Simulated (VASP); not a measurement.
# AlGeSbH2 (P-6m2) in VASP: notebook

Runs on AlGeSbH2. Level: PBE. Tasks: single point, relaxation of cell and atoms.

Everything below comes from runs of VASP 6.6.1. Logs are shortened: lines on timing, memory, paths and dates and some standing lists are left out, and cuts for length are marked.

### 1 The cell of the first run

Symmetry: P-6m2, No. 187, hexagonal system. Conventional cell: a = 4.216 Å, b = 4.216 Å, c = 5.593 Å, α = 90.00°, β = 90.00°, γ = 120.00°. Within 3.2 Å of Al (site symmetry -6m2) lie 3 Ge at 2.43 Å and 2 H at 2.80 Å. Within 3.2 Å of Ge (site symmetry -6m2) lie 3 Al at 2.43 Å and 2 Sb at 2.80 Å. Sb (site symmetry -6m2) has 6 H at 2.43 Å and 2 Ge at 2.80 Å within 3.2 Å. H (site symmetry -6m2) has 3 Sb at 2.43 Å and 3 H at 2.43 Å within 3.2 Å. H (site symmetry -6m2) has 3 Sb at 2.43 Å and 3 H at 2.43 Å and 2 Al at 2.80 Å within 3.2 Å.

The cell was built from a structure type or drawn by symmetry, and may not be a known phase.

### 2 Single point, PBE

The input, INCAR:

```
SYSTEM = AlGeSbH2
ALGO = Normal ; EDIFF = 1E-6
ENCUT = 500 ; GGA = PE
GGA_COMPAT = .FALSE. ; ISIF = 2
ISMEAR = 0 ; LASPH = .TRUE.
LCHARG = .FALSE. ; LREAL = .FALSE.
LWAVE = .FALSE. ; NBANDS = 20
NELM = 120 ; PREC = Accurate
SIGMA = 0.15
```

The input, KPOINTS:

```
k-points
0
G
  3 3 3
  0 0 0
```

The input, POSCAR:

```
AlGeSbH2
1.0
    4.2159077355      0.0000000000      0.0000000000
   -2.1079538677      3.6510831989      0.0000000000
    0.0000000000      0.0000000000      5.5931404350
Al Ge Sb H
1 1 1 2
Direct
    0.3333333333      0.6666666667      0.5000000000
    0.6666666667      0.3333333333      0.5000000000
    0.6666666667      0.3333333333      0.0000000000
    0.0000000000      0.0000000000      0.0000000000
    0.3333333333      0.6666666667      0.0000000000
```

Potentials or basis: VASP PAW PBE potentials, release 64 (Al, Ge_d, Sb, H).

The run is started by

```bash
$ cat potpaw_PBE.64/Al/POTCAR potpaw_PBE.64/Ge_d/POTCAR potpaw_PBE.64/Sb/POTCAR potpaw_PBE.64/H/POTCAR > POTCAR
$ mpirun -np 1 vasp_std > vasp.out
```

OUTCAR:

```text
SYSTEM = AlGeSbH2
   EDIFF = 1E-6
   ENCUT = 500
   GGA = PE
   ISIF = 2
   ISMEAR = 0
   LASPH = .TRUE.
   LREAL = .FALSE.
   NELM = 120
   PREC = Accurate

 ion  position               nearest neighbor table
   1  0.333  0.667  0.500-   2 2.43   2 2.43   2 2.43
   2  0.667  0.333  0.500-   1 2.43   1 2.43   1 2.43   3 2.80   3 2.80
   3  0.667  0.333  0.000-   2 2.80   2 2.80
   4  0.000  0.000  0.000-
   5  0.333  0.667  0.000-

  LATTYP: Found a hexagonal cell.
 ALAT       =     4.2159077355
 C/A-ratio  =     1.3266752467

  Lattice vectors:

 A1 = (   4.2159077355,   0.0000000000,   0.0000000000)
 A2 = (  -2.1079538677,   3.6510831989,   0.0000000000)
 A3 = (   0.0000000000,   0.0000000000,   5.5931404350)

Analysis of symmetry for initial positions (statically):
=====================================================================
 Subroutine PRICEL returns:
 Original cell was already a primitive cell.

 Routine SETGRP: Setting up the symmetry group for a
 hexagonal supercell.

 Subroutine GETGRP returns: Found 12 space group operations
 (whereof 12 operations were pure point group operations)
 out of a pool of 24 trial point group operations.

The static configuration has the point symmetry D_3h.

Analysis of symmetry for dynamics (positions and initial velocities):
=====================================================================
 Subroutine PRICEL returns:
 Original cell was already a primitive cell.

 Routine SETGRP: Setting up the symmetry group for a
 hexagonal supercell.

 Subroutine GETGRP returns: Found 12 space group operations
 (whereof 12 operations were pure point group operations)
 out of a pool of 24 trial point group operations.

The dynamic configuration has the point symmetry D_3h.

 Subroutine INISYM returns: Found 12 space group operations
 (whereof 12 operations are pure point group operations),
 and found     1 'primitive' translations

----------------------------------------------------------------------------------------

                                     Primitive cell

  volume of cell :      86.0931

  direct lattice vectors                    reciprocal lattice vectors
     4.215907736  0.000000000  0.000000000     0.237196842  0.136945660  0.000000000
    -2.107953868  3.651083199  0.000000000     0.000000000  0.273891321  0.000000000
     0.000000000  0.000000000  5.593140435     0.000000000  0.000000000  0.178790433

  length of vectors
[... 71 lines left out ...]
   EDIFFG = 0.1E-04   stopping-criterion for IOM
   NSW    =      0    number of steps for IOM
   IBRION =     -1    ionic relax: 0-MD 1-quasi-New 2-CG
   NFREE  =      0    steps in history (QN), initial steepest desc. (CG)
   ISIF   =      2    stress and relaxation
   ISYM   =      2    0-nonsym 1-usesym 2-fastsym
   POTIM  = 0.5000    time-step for ionic-motion
   TEBEG  =    0.0;   TEEND  =   0.0 temperature during run
   PSTRESS=    0.0 pullay stress
   NELECT =      24.0000    total number of electrons
   NUPDOWN=      -1.0000    fix difference up-down
   EMIN   =  10.00;   EMAX   =-10.00  energy-range for DOS
   EFERMI =   0.00;   METHOD = LEGACY
   ISMEAR =     0;   SIGMA  =   0.15  broadening in eV -4-tet -1-fermi 0-gaus
   EFERMI_NEDOS =   21; number of points for ismear=-14 and -15
   IALGO  =     38    algorithm
   IMIX   =      4    mixing-type and parameters
     AMIX     =   0.40;   BMIX     =  1.00
     AMIX_MAG =   1.60;   BMIX_MAG =  1.00
  volume/ion in A,a.u.               =      17.22       116.20
  Fermi-wavevector in a.u.,A,eV,Ry     =   1.069438  2.020945 15.560959  1.143698
  Thomas-Fermi vector in A             =   2.205118
   LORBIT       =      0    0 simple, 1 ext, 2 COOP (PROOUT), +10 PAW based schemes
   GGA     = PE    functional components
   LHFCALC =     F    Hartree Fock is set to
   AEXX    =    0.0000 exact exchange contribution
   IVDW    =     0    specifies the selected vdW correction
   LEPSILON=     F    determine dielectric tensor
   LRPA    =     F    only Hartree local field effects (RPA)
 non-spin polarized calculation
 Gauss-broadening in eV      SIGMA  =   0.15
  energy-cutoff  :      500.00
  volume of cell :       86.09
 maximum number of plane-waves:      2216
 NGX is ok and might be reduce to    32
   NGX = 15   NGY = 15   NGZ = 21

 number of electron      23.9999992 magnetization

 Free energy of the ion-electron system (eV)
  ---------------------------------------------------
  ext. energy  EPLUGINS =         0.00000000
  ---------------------------------------------------
  free energy    TOTEN  =       -16.32014239 eV

  energy without entropy =      -16.28728228  energy(sigma->0) =      -16.30371234

 E-fermi :   4.7057     XC(G=0):  -9.3567

 val. band max:        4.0154149012   @ k =   0.3333   0.3333   0.3333
 cond. band min:       4.7903196625   @ k =   0.0000   0.0000   0.0000
 fundamental gap:      0.7749047613
 Fermi energy:         4.7056994110

 k-point     1 :       0.0000    0.0000    0.0000
  band No.  band energies     occupation
      1     -19.3307      2.00000
      2     -19.2840      2.00000
      3     -19.2840      2.00000
      4     -19.2570      2.00000
      5     -19.2570      2.00000
      6      -6.8672      2.00000
[... 127 lines left out ...]
     19      10.9065      0.00000
     20      11.1242      0.00000

------------------------ aborting loop because EDIFF is reached ----------------------------------------

  FORCE on cell =-STRESS in cart. coord.  units (eV):
  Direction    XX          YY          ZZ          XY          YZ          ZX
  --------------------------------------------------------------------------------------
  -------------------------------------------------------------------------------------
  Total       -0.0791322     -0.0791322      0.0587900     -0.0000000      0.0000000      0.0000000
  in kB       -1.4726353     -1.4726353      1.0940707     -0.0000000      0.0000000      0.0000000
  external PRESSURE =      -0.6170666 kB  Pullay stress =       0.0000000 kB

 VOLUME and BASIS-vectors are now :
 -----------------------------------------------------------------------------
  energy-cutoff  :      500.00
  volume of cell :       86.09
      direct lattice vectors                 reciprocal lattice vectors
     4.215907736  0.000000000  0.000000000     0.237196842  0.136945660  0.000000000
    -2.107953868  3.651083199  0.000000000     0.000000000  0.273891321  0.000000000
     0.000000000  0.000000000  5.593140435     0.000000000  0.000000000  0.178790433

 POSITION                                       TOTAL-FORCE (eV/Angst)
 -----------------------------------------------------------------------------------
     -0.00000      2.43406      2.79657        -0.000000      0.000000      0.000000
      2.10795      1.21703      2.79657         0.000000      0.000000      0.000000
      2.10795      1.21703      0.00000         0.000000      0.000000      0.000000
      0.00000      0.00000      0.00000         0.000000      0.000000      0.000000
     -0.00000      2.43406      0.00000         0.000000     -0.000000      0.000000
 -----------------------------------------------------------------------------------
    total drift:                                0.000002     -0.000001      0.000000

  FREE ENERGIE OF THE ION-ELECTRON SYSTEM (eV)
  ---------------------------------------------------
  free  energy   TOTEN  =       -16.3201423923 eV

  energy  without entropy=      -16.2872822819  energy(sigma->0) =      -16.30371234
```

OSZICAR:

```text
N       E                     dE             d eps       ncg     rms          rms(c)
DAV:   1     0.144867053492E+03    0.14487E+03   -0.10229E+04   264   0.174E+03
DAV:   2     0.354306112838E+01   -0.14132E+03   -0.13679E+03   272   0.481E+02
DAV:   3    -0.163213067191E+02   -0.19864E+02   -0.19769E+02   300   0.103E+02
DAV:   4    -0.170336338418E+02   -0.71233E+00   -0.71208E+00   292   0.215E+01
DAV:   5    -0.170497281514E+02   -0.16094E-01   -0.16094E-01   288   0.353E+00    0.533E+00
DAV:   6    -0.163770871749E+02    0.67264E+00   -0.10793E+00   272   0.425E+00    0.248E+00
DAV:   7    -0.163251583619E+02    0.51929E-01   -0.39945E-01   256   0.295E+00    0.827E-01
DAV:   8    -0.163213113258E+02    0.38470E-02   -0.50528E-02   260   0.153E+00    0.464E-01
DAV:   9    -0.163201929734E+02    0.11184E-02   -0.10801E-02   276   0.475E-01    0.176E-01
DAV:  10    -0.163201266348E+02    0.66339E-04   -0.14701E-03   256   0.193E-01    0.711E-02
DAV:  11    -0.163201305360E+02   -0.39012E-05   -0.41244E-04   264   0.888E-02    0.245E-02
DAV:  12    -0.163201425930E+02   -0.12057E-04   -0.63769E-05   256   0.360E-02    0.118E-02
DAV:  13    -0.163201412990E+02    0.12940E-05   -0.81587E-06   272   0.127E-02    0.503E-03
DAV:  14    -0.163201425037E+02   -0.12047E-05   -0.24642E-06   248   0.718E-03    0.249E-03
DAV:  15    -0.163201423923E+02    0.11140E-06   -0.30444E-07   144   0.329E-03
   1 F= -.16320142E+02 E0= -.16303712E+02  d E =-.328601E-01
```

Run time: 14 s. Hardware: 1 thread of Intel Xeon Platinum 8259CL at 2.50GHz (Skylake/Cascade Lake), shared host; peak memory 0.2 GiB.

What came out:

* Free energy: -16.3201 eV
* Pressure: -0.1 GPa
* Band gap on the k mesh: zero (bands 12 and 13 overlap by 0.03 eV)

Levels at points of the mesh, in eV from the Fermi level:
```tsv
k point	band 10	band 11	band 12	band 13	band 14	band 15
(0.00, 0.00, 0.00)	-1.14	-1.14	0.08	1.74	1.74	2.79
```

Caveat: the k points lie up to 0.57 Å⁻¹ apart; spin-orbit coupling is left out, which moves the levels of the heavy elements.

### 3 Single point, PBE

This run uses another cell than the first one, of 22.05 Å³/atom.

The input, INCAR:

```
  PREC = Accurate
  ENCUT = 500
  EDIFF = 1E-6
  ISMEAR = 0
  SIGMA = 0.15
  LREAL = False
  LASPH = True
  NELM = 120
  ALGO = Normal
  ISIF = 2
  LWAVE = False
  LCHARG = True
  GGA = PE
  LELF = True
  LVHAR = True
  NBANDS = 20
  GGA_COMPAT = False
```

The input, KPOINTS:

```
regular mesh
0
Gamma
  3 3 3
```

The input, POSCAR:

```
AlGeSbH2
1.0
    5.1999171734      0.0000000033      0.0000000000
   -2.5999585895      4.5032603680      0.0000000000
    0.0000000000      0.0000000000      4.7082778836
Al Ge Sb H
1 1 1 2
Direct
    0.6666666667      0.3333333333      0.0000000000
    0.0000000000      0.0000000000      0.0000000000
    0.3333333333      0.6666666667      0.0000000000
    0.0000000000      0.0000000000      0.5889699400
    0.0000000000      0.0000000000      0.4110300600
```

Potentials or basis: VASP PAW PBE potentials, release 64 (Al, Ge_d, Sb, H).

The run is started by

```bash
$ cat potpaw_PBE.64/Al/POTCAR potpaw_PBE.64/Ge_d/POTCAR potpaw_PBE.64/Sb/POTCAR potpaw_PBE.64/H/POTCAR > POTCAR
$ mpirun -np 1 vasp_std > vasp.out
```

Run time: 20 s. Hardware: 1 thread of Intel Xeon Platinum 8259CL at 2.50GHz (Skylake/Cascade Lake), shared host; peak memory 0.24 GiB.

Results (log left out):

| Quantity | Value |
| --- | --- |
| Free energy | -16.4424 eV |
| Pressure | 0.0 GPa |
| Largest force | 0.039 eV/Å |
| Band gap on the k mesh | zero (bands 12 and 13 overlap by 1.40 eV) |

Forces in eV/Å, atoms in the order of the input:
```
Al   0.000  0.000  0.000
Ge   0.000  0.000  0.000
Sb   0.000  0.000  0.000
H    0.000  0.000  0.039
H    0.000  0.000 -0.039
```

Stress tensor (GPa, compression positive):
```
 0.07  0.00  0.00
 0.00  0.07  0.00
 0.00  0.00 -0.09
```

Levels at points of the mesh, in eV from the Fermi level:
| k point | band 8 | band 9 | band 10 | band 11 | band 12 | band 13 | band 14 | band 15 | band 16 | band 17 |
| --- | --- | --- | --- | --- | --- | --- | --- | --- | --- | --- |
| (0.00, 0.00, 0.00) | -4.09 | -2.70 | -2.70 | -2.53 | -2.14 | -1.41 | -1.41 | 1.14 | 4.00 | 4.25 |

Caveat: the k points lie up to 0.47 Å⁻¹ apart, too coarse for converged energies and pressures of a metal; spin-orbit coupling is left out, which moves the levels of the heavy elements.

### 4 Single point, PBE

This run uses another cell than the first one, of 22.81 Å³/atom.

The input, INCAR:

```
  ALGO = Normal
  EDIFF = 1E-6
  ENCUT = 500
  GGA = PE
  GGA_COMPAT = F
  ISIF = 2
  ISMEAR = 0
  LASPH = T
  LCHARG = F
  LREAL = F
  LWAVE = F
  NBANDS = 20
  NELM = 120
  PREC = Accurate
  SIGMA = 0.15
```

The input, KPOINTS:

```
k-points
0
Gamma
  3 3 2
```

The input, POSCAR:

```
AlGeSbH2
1.0
    4.9415482084      0.0000000034      0.0000000000
   -2.4707741071      4.2795062808      0.0000000000
    0.0000000000      0.0000000000      5.3938212153
Al Ge Sb H
1 1 1 2
Direct
    0.6666666667      0.3333333333      0.5000000000
    0.3333333333      0.6666666667      0.0000000000
    0.6666666667      0.3333333333      0.0000000000
    0.0000000000      0.0000000000      0.5704295354
    0.0000000000      0.0000000000      0.4295704646
```

The run is started by

```bash
$ cat potpaw_PBE.64/Al/POTCAR potpaw_PBE.64/Ge_d/POTCAR potpaw_PBE.64/Sb/POTCAR potpaw_PBE.64/H/POTCAR > POTCAR
$ mpirun -np 1 vasp_std > vasp.out
```

Wall time 15 s (1 thread of Intel Xeon Platinum 8259CL at 2.50GHz (Skylake/Cascade Lake), shared host); peak memory 0.22 GiB.

Results (log left out):

- Free energy: -17.1904 eV
- Pressure: 0.0 GPa
- Largest force: 0.039 eV/Å
- Band gap on the k mesh: zero (bands 12 and 13 overlap by 1.06 eV)

Forces on the atoms (eV/Å):
```
Al   0.000  0.000  0.000
Ge   0.000  0.000  0.000
Sb   0.000  0.000  0.000
H    0.000  0.000 -0.039
H    0.000  0.000  0.039
```

Stress tensor (GPa, compression positive):
```
-0.07  0.00  0.00
 0.00 -0.07  0.00
 0.00  0.00  0.02
```

Levels at points of the mesh, in eV from the Fermi level:
```tsv
k point	band 10	band 11	band 12	band 13	band 14	band 15
(0.00, 0.00, 0.00)	-2.81	-2.81	-2.49	0.75	0.75	1.27
(0.00, 0.00, 0.50)	-2.59	-2.59	0.52	1.21	1.21	1.31
```

Caveat: the k points lie up to 0.58 Å⁻¹ apart, too coarse for converged energies and pressures of a metal; spin-orbit coupling is left out, which moves the levels of the heavy elements.

### 5 Relaxation of cell and atoms, PBE

This run uses another cell than the first one, of 16.85 Å³/atom.

The input, INCAR:

```
SYSTEM = AlGeSbH2
  PREC = Accurate
  ENCUT = 500
  EDIFF = 1E-7
  ISMEAR = 0
  SIGMA = 0.15
  LREAL = .False.
  LASPH = .True.
  NELM = 120
  ALGO = Normal
  ISIF = 3
  LWAVE = .False.
  LCHARG = .False.
  GGA = PE
  IBRION = 2
  NSW = 36
  EDIFFG = -0.08
  GGA_COMPAT = .False.
  NELMIN = 4
```

The input, KPOINTS:

```
regular mesh
0
Gamma
  3 3 3
  0 0 0
```

The input, POSCAR:

```
AlGeSbH2
1.0
    4.5346120900      0.0000000000      0.0000000000
   -2.2673060500      3.9270892700      0.0000000000
    0.0000000000      0.0000000000      4.7318448500
Al Ge Sb H
1 1 1 2
Direct
    0.6666666700      0.3333333300      0.0000000000
    0.0000000000      0.0000000000      0.0000000000
    0.3333333300      0.6666666700      0.0000000000
    0.0000000000      0.0000000000      0.6939695500
    0.0000000000      0.0000000000      0.3060304500
```

The run is started by

```bash
$ cat potpaw_PBE.64/Al/POTCAR potpaw_PBE.64/Ge_d/POTCAR potpaw_PBE.64/Sb/POTCAR potpaw_PBE.64/H/POTCAR > POTCAR
$ mpirun -np 1 vasp_std > vasp.out
```

Run time: 4.1 min. Hardware: 1 thread of Intel Xeon Platinum 8259CL at 2.50GHz (Skylake/Cascade Lake), shared host; peak memory 0.22 GiB.

It converged, with:

```yaml
Free_energy: -16.4105 eV
Relaxed_volume: 21.36 Å³/atom
Relaxed_cell: a = 5.169 Å, b = 5.169 Å, c = 4.616 Å, α = 90.00°, β = 90.00°, γ = 120.00°
Space_group_after_relaxing_to_0.1_Å: P-6m2 (No. 187)
Energy_gained_by_relaxing: 531.0 meV/atom
Ionic_steps: 24
Pressure_after_relaxing: 0.3 GPa
Largest_force_after_relaxing: 0.058 eV/Å
Band_gap_on_the_k_mesh: zero (bands 12 and 13 overlap by 1.47 eV)
```

Forces in eV/Å, atoms in the order of the input:
```
Al   0.000  0.000  0.000
Ge   0.000  0.000  0.000
Sb   0.000  0.000  0.000
H    0.000  0.000 -0.058
H    0.000  0.000  0.058
```

Stress tensor (GPa, compression positive):
```
0.42 0.00 0.00
0.00 0.42 0.00
0.00 0.00 0.09
```

Step by step:
```tsv
step	energy change (eV)	largest force (eV/Å)	pressure (GPa)	volume (Å³)
1	0.0000	2.8305	22.32	84.26
2	-1.8674	0.1049	-2.09	116.06
3	-1.8836	0.2217	-0.64	111.63
4	-1.8841	0.1973	-0.88	112.37
5	-1.9491	0.4237	-0.58	110.88
6	-2.0469	1.0231	0.27	107.27
7	-1.8433	2.4347	2.65	99.19
8	-2.0484	1.3009	0.57	105.91
9	-2.0872	1.3292	0.37	105.51
10	-2.1989	1.4062	0.06	104.27
11	-2.2612	1.0344	0.66	101.54
12	-2.2751	1.3323	0.23	102.55
13	-2.3998	1.0013	0.58	102.16
14	-2.4372	0.9837	1.49	101.55
15	-2.4595	0.3515	0.98	101.86
16	-2.4640	0.0635	1.15	101.74
17	-2.5576	0.1989	0.90	102.71
18	-2.6361	0.3527	0.74	104.38
19	-2.6434	0.3723	0.71	104.90
20	-2.6474	0.3858	0.68	105.55
21	-2.6401	0.4202	0.87	106.77
22	-2.6475	0.4054	0.69	105.88
23	-2.6542	0.1816	0.21	107.09
24	-2.6548	0.0583	0.31	106.80
```

Final structure:
```
Al Ge Sb H
1.0
     5.16873    0.00000    0.00000
    -2.58436    4.47625    0.00000
     0.00000    0.00000    4.61613
Al Ge Sb H
1 1 1 2
Direct
  0.66667 0.33333 0.00000
  0.00000 0.00000 0.00000
  0.33333 0.66667 0.00000
  0.00000 0.00000 0.59240
  0.00000 0.00000 0.40760
```

Levels at points of the mesh, in eV from the Fermi level:
```csv
k point,band 9,band 10,band 11,band 12,band 13,band 14,band 15,band 16
"(0.00, 0.00, 0.00)",-2.79,-2.79,-2.61,-2.10,-1.48,-1.48,1.11,4.13
```

Caveat: the k points lie up to 0.47 Å⁻¹ apart in the final cell, too coarse for converged energies and pressures of a metal; the volume moved by over 15 % at a fixed basis, so the end points are rough; spin-orbit coupling is left out, which moves the levels of the heavy elements; the relaxation stopped at a loose force limit of 0.08 eV/Å, so its end isn't a converged minimum.

### 6 Overview

| task | cell | k mesh | gap on the mesh (eV) | pressure (GPa) | largest force (eV/Å) |
| --- | --- | --- | --- | --- | --- |
| single point | a = 4.216, b = 4.216, c = 5.593 Å, angles 90.0, 90.0, 120.0°, 5 atoms, atomic positions A | 3 × 3 × 3 | none | -0.1 | - |
| single point | a = 5.200, b = 5.200, c = 4.708 Å, angles 90.0, 90.0, 120.0°, 5 atoms, atomic positions B | 3 × 3 × 3 | none | 0.0 | 0.04 |
| single point | a = 4.942, b = 4.942, c = 5.394 Å, angles 90.0, 90.0, 120.0°, 5 atoms, atomic positions C | 3 × 3 × 2 | none | 0.0 | 0.04 |
| relaxation of cell and atoms | relaxed from a = 4.535, b = 4.535, c = 4.732 Å, angles 90.0, 90.0, 120.0°, 5 atoms, atomic positions D | 3 × 3 × 3 | none | 0.3 | 0.06 |

Alike in all rows: level PBE; potentials or basis VASP PAW PBE potentials, release 64 (Al, Ge_d, Sb, H); no spin polarisation; cutoff (eV) 500; smearing gaussian 0.15 eV.

Caveats: all runs use coarse meshes; spin-orbit coupling is left out, which moves the levels of the heavy elements; the volume moved by over 15 % at a fixed basis, so the end points are rough (at least some runs); the relaxation stopped at a loose force limit of 0.08 eV/Å, so its end isn't a converged minimum (at least some runs).

Total energies depend on the potentials used, so only differences within one code and one set of settings carry meaning.
